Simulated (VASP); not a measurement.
Set up this calculation in VASP 6.6.1, as the native input.

- Task: single point
- Functional: PBE
- Potentials or basis: VASP PAW PBE potentials, release 64 (Zr_sv)
- Cutoff: 520 eV
- k mesh: 16 × 16 × 16
- Occupations: tetrahedron
- Spin: no spin polarisation
- Dipole correction: no
- Further INCAR settings: ALGO = Normal; EDIFF = 1e-06; NBANDS = 12

The structure of Zr lies in POSCAR:

```
Zr
1.0
    0.0000000000      2.2550000000      2.2550000000
    2.2550000000      0.0000000000      2.2550000000
    2.2550000000      2.2550000000      0.0000000000
Zr
1
Direct
    0.0000000000      0.0000000000      0.0000000000
```

This isn't the form of Zr at room conditions, which is hcp.

The input as run:

INCAR

```
SYSTEM = Zr
PREC = Accurate
ENCUT = 520
EDIFF = 1E-6
ISMEAR = -5
SIGMA = 0.1
LREAL = .False.
LASPH = .True.
NELM = 80
ALGO = Normal
ISIF = 2
LWAVE = .False.
LCHARG = .True.
GGA = PE
LELF = .True.
LVHAR = .True.
NBANDS = 12
```

KPOINTS

```
regular mesh
0
Gamma
  16 16 16
  0 0 0
```

Potentials or basis: VASP PAW PBE potentials, release 64 (Zr_sv).

The run is started by

```sh
$ cat potpaw_PBE.64/Zr_sv/POTCAR > POTCAR
$ mpirun -np 1 vasp_std > vasp.out
```

It gave:

```json
{"Pressure": "1.0 GPa", "Band gap on the k mesh": "zero (bands 6 and 7 overlap by 1.38 eV)"}
```

Caveat: tetrahedron occupations give inexact forces and stress in metals.

Run time: 38 s on 1 thread of Intel Xeon 8259CL, with other jobs on the host, peak memory 0.17 GiB.
